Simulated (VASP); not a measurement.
Here is a VASP 6.6.1 calculation.

Contents of INCAR:

```
PREC = Accurate ; ENCUT = 500
EDIFF = 1E-6 ; ISMEAR = 0
SIGMA = 0.15 ; LREAL = F
LASPH = T ; NELM = 120
ALGO = Normal ; ISIF = 2
LWAVE = F ; LCHARG = F
GGA = PS ; NBANDS = 24
GGA_COMPAT = F
```

KPOINTS

```
regular mesh
0
Gamma
  18 18 12
```

The input POSCAR:

```
Ir
1.0
    2.6688365577      0.0000000000      0.0000000000
   -1.3344182789      2.3112802576      0.0000000000
    0.0000000000      0.0000000000      4.5961587000
Ir
2
Direct
    0.6666666667      0.3333333333      0.7500000000
    0.3333333333      0.6666666667      0.2500000000
```

Potentials or basis: VASP PAW PBE potentials, release 64 (Ir_sv_GW).

The run is started by

```console
$ cat potpaw_PBE.64/Ir_sv_GW/POTCAR > POTCAR
$ mpirun -np 1 vasp_std > vasp.out
```

(1) What does it give for the band gap on the k mesh?

(2) Estimate the pressure.

## Answers

(1) zero (band 17 reaches 14.12 eV, above the bottom of band 18 at 10.41 eV).

(2) -3.4 GPa.

Caveat: the cell differs from its parent crystal (strain -0.030 along x and y, +0.030 along z); the PAW data sets were made with another functional, which shifts forces and pressure a little; spin-orbit coupling is left out, which moves the levels of the heavy elements.
